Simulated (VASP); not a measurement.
Wanted: the native input for a VASP 6.6.1 run.

```
Task                   : single point
Functional             : LDA
Potentials or basis    : VASP PAW LDA potentials, release 64 (Al, N)
Cutoff                 : 520 eV
k mesh                 : 8 × 8 × 6
Occupations            : gaussian, width 0.05 eV
Spin                   : no spin polarisation
Dipole correction      : no
Further INCAR settings : ALGO = Normal; EDIFF = 1e-06; NBANDS = 16
```

The structure of AlN lies in POSCAR:

```
AlN
1.0
    0.0000000000     -2.0055201245     -2.0055201245
    0.0000000000      2.0055201245     -2.0055201245
    4.0110402489      0.0000000000      0.0000000000
Al N
2 2
Direct
    0.5279229310      0.4720770690      0.0000000000
   -0.0279229310      0.0279229310      0.5000000000
    0.4885639493      0.5114360507      0.5000000000
    0.0114360507      0.9885639493      0.0000000000
```

The input as run:

INCAR

```
SYSTEM = AlN
  PREC = Accurate
  ENCUT = 520
  EDIFF = 1E-6
  ISMEAR = 0
  SIGMA = 0.05
  LREAL = .False.
  LASPH = .True.
  NELM = 60
  ALGO = Normal
  ISIF = 2
  LWAVE = .False.
  LCHARG = .False.
  GGA = CA
  NBANDS = 16
```

KPOINTS

```
regular mesh
0
Gamma
  8 8 6
  0 0 0
```

Potentials or basis: VASP PAW LDA potentials, release 64 (Al, N).

Command:

```sh
$ cat potpaw_LDA.64/Al/POTCAR potpaw_LDA.64/N/POTCAR > POTCAR
$ mpirun -np 1 vasp_std > vasp.out
```

Results of the run:

* Pressure: 1.8 GPa
* Largest force: 1.289 eV/Å
* Band gap on the k mesh: 4.61 eV, indirect (least direct gap 4.70 eV)

Caveat: forces of over 1 eV/Å act on the atoms, so gaps and moduli don't describe the material at rest.

Run time: 11 s on 1 thread of Intel(R) Xeon(R) 6975P-C (Granite Rapids), on a shared host, peak memory 0.15 GiB.
